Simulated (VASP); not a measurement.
# Si2As3 (P-3m1) in VASP: a series of runs

Runs on Si2As3. Level: PBE. Tasks: single point, relaxation of cell and atoms.

Program: VASP 6.6.1. These are calculated values, not measurements. Logs are shortened: lines on timing, memory, paths and dates and some standing lists are left out, and cuts for length are marked.

## 1. The cell of the first run

The structure is trigonal, space group P-3m1 (No. 164). The conventional cell has a = 3.708 Å, b = 3.708 Å, c = 20.539 Å, α = 90.00°, β = 90.00°, γ = 120.00°. Si (site symmetry 3m) has 1 Si at 2.35 Å and 3 As at 2.40 Å within 3.1 Å. Si (site symmetry 3m) has 1 Si at 2.35 Å and 3 As at 2.40 Å within 3.1 Å. Within 3.3 Å of As (site symmetry 3m) lie 3 As at 2.53 Å. Within 3.2 Å of As (site symmetry 3m) lie 3 Si at 2.40 Å. Within 3.2 Å of As (site symmetry 3m) lie 3 Si at 2.40 Å.

## 2. Single point, PBE

Input file INCAR:

```
PREC     = Accurate       # precision mode
ENCUT    = 520            # plane-wave cutoff, eV
EDIFF    = 1E-7           # SCF threshold, eV
ISMEAR   = 0              # smearing method
SIGMA    = 0.2            # smearing width, eV
LREAL    = F              # projectors in reciprocal space
LASPH    = T              # aspherical terms in the spheres
NELM     = 100            # most SCF steps
ALGO     = Normal         # electronic algorithm
ISIF     = 2              # what is computed and relaxed
LWAVE    = F              # write WAVECAR
LCHARG   = F              # write CHGCAR
GGA      = PE             # functional
NBANDS   = 34             # bands
```

Input file KPOINTS:

```
Automatic mesh
0
Gamma
  5 5 1
```

Input file POSCAR:

```
Si2As3
1.0
    3.7078492356      0.0000000000      0.0000000000
   -1.8539246178      3.2110916314      0.0000000000
    0.0000000000      0.0000000000     20.5388699550
Si As
4 6
Direct
    0.0000000000      0.0000000000      0.7537536671
    0.0000000000      0.0000000000      0.6391395894
    0.0000000000      0.0000000000      0.2462463329
    0.0000000000      0.0000000000      0.3608604106
    0.3333333333      0.6666666667      0.0330438122
    0.6666666667      0.3333333333      0.9669561878
    0.3333333333      0.6666666667      0.8068226604
    0.3333333333      0.6666666667      0.5861298672
    0.6666666667      0.3333333333      0.1931773396
    0.6666666667      0.3333333333      0.4138701328
```

Potentials or basis: VASP PAW PBE potentials, release 64 (Si, As).

The run is started by

```console
cat potpaw_PBE.64/Si/POTCAR potpaw_PBE.64/As/POTCAR > POTCAR
mpirun -np 1 vasp_std > vasp.out
```

OUTCAR:

```text
PREC = Accurate
   ENCUT = 520
   EDIFF = 1E-7
   ISMEAR = 0
   LREAL = F
   LASPH = T
   NELM = 100
   ISIF = 2
   GGA = PE

 ion  position               nearest neighbor table
   1  0.000  0.000  0.754-   2 2.35   7 2.40   7 2.40   7 2.40
   2  0.000  0.000  0.639-   1 2.35   8 2.40   8 2.40   8 2.40
   3  0.000  0.000  0.246-   4 2.35   9 2.40   9 2.40   9 2.40
   4  0.000  0.000  0.361-   3 2.35  10 2.40  10 2.40  10 2.40
   5  0.333  0.667  0.033-   6 2.53   6 2.53   6 2.53
   6  0.667  0.333  0.967-   5 2.53   5 2.53   5 2.53
   7  0.333  0.667  0.807-   1 2.40   1 2.40   1 2.40
   8  0.333  0.667  0.586-   2 2.40   2 2.40   2 2.40
   9  0.667  0.333  0.193-   3 2.40   3 2.40   3 2.40
  10  0.667  0.333  0.414-   4 2.40   4 2.40   4 2.40

  LATTYP: Found a hexagonal cell.
 ALAT       =     3.7078492356
 C/A-ratio  =     5.5392947906

  Lattice vectors:

 A1 = (   3.7078492356,   0.0000000000,   0.0000000000)
 A2 = (  -1.8539246178,   3.2110916314,   0.0000000000)
 A3 = (   0.0000000000,   0.0000000000,  20.5388699550)

Analysis of symmetry for initial positions (statically):
=====================================================================
 Subroutine PRICEL returns:
 Original cell was already a primitive cell.

 Routine SETGRP: Setting up the symmetry group for a
 hexagonal supercell.

 Subroutine GETGRP returns: Found 12 space group operations
 (whereof 12 operations were pure point group operations)
 out of a pool of 24 trial point group operations.

The static configuration has the point symmetry D_3d.

Analysis of symmetry for dynamics (positions and initial velocities):
=====================================================================
 Subroutine PRICEL returns:
 Original cell was already a primitive cell.

 Routine SETGRP: Setting up the symmetry group for a
 hexagonal supercell.

 Subroutine GETGRP returns: Found 12 space group operations
 (whereof 12 operations were pure point group operations)
 out of a pool of 24 trial point group operations.

The dynamic configuration has the point symmetry D_3d.

 Subroutine INISYM returns: Found 12 space group operations
 (whereof 12 operations are pure point group operations),
 and found     1 'primitive' translations

----------------------------------------------------------------------------------------

                                     Primitive cell

  volume of cell :     244.5408

  direct lattice vectors                    reciprocal lattice vectors
     3.707849236  0.000000000  0.000000000     0.269698129  0.155710287  0.000000000
    -1.853924618  3.211091631  0.000000000     0.000000000  0.311420574  0.000000000
     0.000000000  0.000000000 20.538869955     0.000000000  0.000000000  0.048688170

  length of vectors
     3.707849236  3.707849236 20.538869955     0.311420574  0.311420574  0.048688170

  position of ions in fractional coordinates (direct lattice)
     0.000000000  0.000000000  0.753753667
     0.000000000  0.000000000  0.639139589
     0.000000000  0.000000000  0.246246333
     0.000000000  0.000000000  0.360860411
     0.333333333  0.666666667  0.033043812
     0.666666667  0.333333333  0.966956188
     0.333333333  0.666666667  0.806822660
     0.333333333  0.666666667  0.586129867
     0.666666667  0.333333333  0.193177340
     0.666666667  0.333333333  0.413870133

  ion indices of the primitive-cell ions
   primitive index   ion index
                 1           1
                 2           2
                 3           3
                 4           4
                 5           5
                 6           6
                 7           7
                 8           8
                 9           9
                10          10

----------------------------------------------------------------------------------------

 KPOINTS: Automatic mesh

Automatic generation of k-mesh.
 Grid dimensions read from file:
 generate k-points for:    5    5    1

 Generating k-lattice:

  Cartesian coordinates                     Fractional coordinates (reciprocal lattice)
     0.053939626  0.031142057  0.000000000     0.200000000  0.000000000  0.000000000
     0.000000000  0.062284115  0.000000000     0.000000000  0.200000000  0.000000000
     0.000000000  0.000000000  0.048688170     0.000000000  0.000000000  1.000000000

  Length of vectors
     0.062284115  0.062284115  0.048688170

  Shift w.r.t. Gamma in fractional coordinates (k-lattice)
     0.000000000  0.000000000  0.000000000

 Subroutine IBZKPT returns following result:
 ===========================================

 Found      5 irreducible k-points:

 Following reciprocal coordinates:
            Coordinates               Weight
  0.000000  0.000000  0.000000      1.000000
  0.200000  0.000000  0.000000      6.000000
  0.400000  0.000000  0.000000      6.000000
  0.200000  0.200000  0.000000      6.000000
  0.400000  0.200000  0.000000      6.000000
   k-points           NKPTS =      5   k-points in BZ     NKDIM =      5   number of bands    NBANDS=     34
   number of dos      NEDOS =    301   number of ions     NIONS =     10
   total plane-waves  NPLWV = 125440
   dimension x,y,z NGX =    28 NGY =   28 NGZ =  160
   dimension x,y,z NGXF=    56 NGYF=   56 NGZF=  320
   ions per type =               4   6
   NGX,Y,Z   is equivalent  to a cutoff of  12.55, 12.55, 12.95 a.u.
   NGXF,Y,Z  is equivalent  to a cutoff of  25.11, 25.11, 25.90 a.u.
 SYSTEM =  unknown system
   PREC   = accura    normal or accurate (medium, high low for compatibility)
   ISTART =      0    job   : 0-new  1-cont  2-samecut
   ICHARG =      2    charge: 1-file 2-atom 10-const
   ISPIN  =      1    spin polarized calculation?
   LNONCOLLINEAR =      F non collinear calculations
   LSORBIT =      F    spin-orbit coupling
   LASPH  =      T    aspherical Exc in radial PAW
   ENCUT  =  520.0 eV  38.22 Ry    6.18 a.u.   6.89  6.89 38.19*2*pi/ulx,y,z
   NELM   =    100;   NELMIN=  2; NELMDL= -5     # of ELM steps
   EDIFF  = 0.1E-06   stopping-criterion for ELM
   LREAL  =      F    real-space projection
   EDIFFG = 0.1E-05   stopping-criterion for IOM
   NSW    =      0    number of steps for IOM
   IBRION =     -1    ionic relax: 0-MD 1-quasi-New 2-CG
   NFREE  =      0    steps in history (QN), initial steepest desc. (CG)
   ISIF   =      2    stress and relaxation
   ISYM   =      2    0-nonsym 1-usesym 2-fastsym
   POTIM  = 0.5000    time-step for ionic-motion
   TEBEG  =    0.0;   TEEND  =   0.0 temperature during run
   PSTRESS=    0.0 pullay stress
   NELECT =      46.0000    total number of electrons
   NUPDOWN=      -1.0000    fix difference up-down
   EMIN   =  10.00;   EMAX   =-10.00  energy-range for DOS
   EFERMI =   0.00;   METHOD = LEGACY
   ISMEAR =     0;   SIGMA  =   0.20  broadening in eV -4-tet -1-fermi 0-gaus
   EFERMI_NEDOS =   21; number of points for ismear=-14 and -15
   IALGO  =     38    algorithm
   IMIX   =      4    mixing-type and parameters
     AMIX     =   0.40;   BMIX     =  1.00
     AMIX_MAG =   1.60;   BMIX_MAG =  1.00
  volume/ion in A,a.u.               =      24.45       165.02
  Fermi-wavevector in a.u.,A,eV,Ry     =   0.938016  1.772594 11.971418  0.879874
  Thomas-Fermi vector in A             =   2.065185
   LORBIT       =      0    0 simple, 1 ext, 2 COOP (PROOUT), +10 PAW based schemes
   GGA     = PE    functional components
   LHFCALC =     F    Hartree Fock is set to
   AEXX    =    0.0000 exact exchange contribution
   IVDW    =     0    specifies the selected vdW correction
   LEPSILON=     F    determine dielectric tensor
   LRPA    =     F    only Hartree local field effects (RPA)
 non-spin polarized calculation
 Gauss-broadening in eV      SIGMA  =   0.20
  energy-cutoff  :      520.00
  volume of cell :      244.54
 maximum number of plane-waves:      6606
 NGX is ok and might be reduce to    28
   NGX = 13   NGY = 13   NGZ = 77

 number of electron      45.9999998 magnetization

 Free energy of the ion-electron system (eV)
  ---------------------------------------------------
  ext. energy  EPLUGINS =         0.00000000
  ---------------------------------------------------
  free energy    TOTEN  =       -50.05705101 eV

  energy without entropy =      -50.05497971  energy(sigma->0) =      -50.05601536

 E-fermi :   4.2592     XC(G=0):  -8.9076

 val. band max:        4.0052809785   @ k =   0.0000   0.0000   0.0000
 cond. band min:       4.6139445579   @ k =   0.4000   0.0000   0.0000
 fundamental gap:      0.6086635794
 Fermi energy:         4.2591983110

 k-point     1 :       0.0000    0.0000    0.0000
  band No.  band energies     occupation
      1      -9.7657      2.00000
      2      -9.3767      2.00000
      3      -9.3431      2.00000
      4      -8.8804      2.00000
      5      -8.8269      2.00000
      6      -3.8142      2.00000
[... 26 lines left out ...]
     33       6.6360      0.00000
     34       6.6360      0.00000

 k-point     2 :       0.2000    0.0000    0.0000
  band No.  band energies     occupation
      1      -9.2818      2.00000
      2      -8.9009      2.00000
      3      -8.8682      2.00000
      4      -8.4245      2.00000
      5      -8.3731      2.00000
      6      -3.8586      2.00000
[... 26 lines left out ...]
     33       7.7529      0.00000
     34       7.9548      0.00000

 k-point     3 :       0.4000    0.0000    0.0000
  band No.  band energies     occupation
      1      -7.9964      2.00000
      2      -7.6738      2.00000
      3      -7.6495      2.00000
      4      -7.3076      2.00000
      5      -7.2718      2.00000
      6      -5.1398      2.00000
[... 26 lines left out ...]
     33       7.4400      0.00000
     34       7.4931      0.00000

 k-point     4 :       0.2000    0.2000    0.0000
  band No.  band energies     occupation
      1      -8.3667      2.00000
      2      -8.0191      2.00000
      3      -7.9899      2.00000
      4      -7.6061      2.00000
      5      -7.5620      2.00000
      6      -4.6048      2.00000
[... 26 lines left out ...]
     33       8.3942      0.00000
     34       8.4240      0.00000

 k-point     5 :       0.4000    0.2000    0.0000
  band No.  band energies     occupation
      1      -7.1686      2.00000
      2      -7.0073      2.00000
      3      -7.0027      2.00000
      4      -6.7785      2.00000
      5      -6.7661      2.00000
      6      -5.9077      2.00000
[... 26 lines left out ...]
     33       8.1330      0.00000
     34       8.4218      0.00000

------------------------ aborting loop because EDIFF is reached ----------------------------------------

  FORCE on cell =-STRESS in cart. coord.  units (eV):
  Direction    XX          YY          ZZ          XY          YZ          ZX
  --------------------------------------------------------------------------------------
  -------------------------------------------------------------------------------------
  Total        0.1957711      0.1957711      1.0418206      0.0000000      0.0000000      0.0000000
  in kB        1.2826494      1.2826494      6.8257785      0.0000000      0.0000000      0.0000000
  external PRESSURE =       3.1303591 kB  Pullay stress =       0.0000000 kB

 VOLUME and BASIS-vectors are now :
 -----------------------------------------------------------------------------
  energy-cutoff  :      520.00
  volume of cell :      244.54
      direct lattice vectors                 reciprocal lattice vectors
     3.707849236  0.000000000  0.000000000     0.269698129  0.155710287  0.000000000
    -1.853924618  3.211091631  0.000000000     0.000000000  0.311420574  0.000000000
     0.000000000  0.000000000 20.538869955     0.000000000  0.000000000  0.048688170

 POSITION                                       TOTAL-FORCE (eV/Angst)
 -----------------------------------------------------------------------------------
      0.00000      0.00000     15.48125        -0.000000      0.000000      0.007322
      0.00000      0.00000     13.12720         0.000000     -0.000000     -0.000645
      0.00000      0.00000      5.05762         0.000000      0.000000     -0.007322
      0.00000      0.00000      7.41167         0.000000      0.000000      0.000645
     -0.00000      2.14073      0.67868         0.000000     -0.000000      0.054690
      1.85392      1.07036     19.86019        -0.000000      0.000000     -0.054690
     -0.00000      2.14073     16.57123        -0.000000      0.000000      0.043121
     -0.00000      2.14073     12.03845        -0.000000      0.000000     -0.048236
      1.85392      1.07036      3.96764        -0.000000     -0.000000     -0.043121
      1.85392      1.07036      8.50042         0.000000     -0.000000      0.048236
 -----------------------------------------------------------------------------------
    total drift:                                0.000000      0.000000      0.000000

  FREE ENERGIE OF THE ION-ELECTRON SYSTEM (eV)
  ---------------------------------------------------
  free  energy   TOTEN  =       -50.0570510133 eV

  energy  without entropy=      -50.0549797143  energy(sigma->0) =      -50.05601536
```

Run time: 32 s. Hardware: 1 thread of Intel Xeon 6975P-C (Granite Rapids), shared host; peak memory 0.33 GiB.

What came out:

- Free energy: -50.0571 eV
- Pressure: 0.3 GPa
- Largest force: 0.055 eV/Å
- Band gap on the k mesh: 0.61 eV (least direct gap 1.11 eV)

Forces on the atoms (eV/Å):
```
Si   0.000  0.000  0.007
Si   0.000  0.000 -0.001
Si   0.000  0.000 -0.007
Si   0.000  0.000  0.001
As   0.000  0.000  0.055
As   0.000  0.000 -0.055
As   0.000  0.000  0.043
As   0.000  0.000 -0.048
As   0.000  0.000 -0.043
As   0.000  0.000  0.048
```

Caveat: an odd mesh through Γ misses points on the zone boundary, where band edges can lie; this functional lacks dispersion, which binds the layers, so the pressure and a relaxed spacing across them are unreliable.

[end of part 1 of 2]
